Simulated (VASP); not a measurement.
A run of VASP 6.6.1 is set up as follows.

The input INCAR:

```
SYSTEM = BN
PREC = Accurate ; ENCUT = 520
EDIFF = 1E-7 ; ISMEAR = 0
SIGMA = 0.01 ; LREAL = .FALSE.
LASPH = .TRUE. ; NELM = 60
ALGO = Normal ; ISIF = 2
LWAVE = .FALSE. ; LCHARG = .FALSE.
NBANDS = 16
```

The input KPOINTS:

```
Automatic mesh
0
G
  12 12 4
  0 0 0
```

The input POSCAR:

```
BN
1.0
    2.4890389570      0.0000000000      0.0000000000
   -1.2445194785      2.1555709678      0.0000000000
    0.0000000000      0.0000000000      6.4926034150
B N
2 2
Direct
    0.3333333333      0.6666666667      0.2500000000
    0.6666666667      0.3333333333      0.7500000000
    0.6666666667      0.3333333333      0.2500000000
    0.3333333333      0.6666666667      0.7500000000
```

Potentials or basis: VASP PAW LDA potentials, release 64 (B, N).

Command:

```bash
$ cat potpaw_LDA.64/B/POTCAR potpaw_LDA.64/N/POTCAR > POTCAR
$ mpirun -np 1 vasp_std > vasp.out
```

(1) What does it give for the pressure?

(2) What does it give for the band gap on the k mesh?

Results:

(1) 0.4 GPa.

(2) 4.05 eV, indirect (least direct gap 4.47 eV).
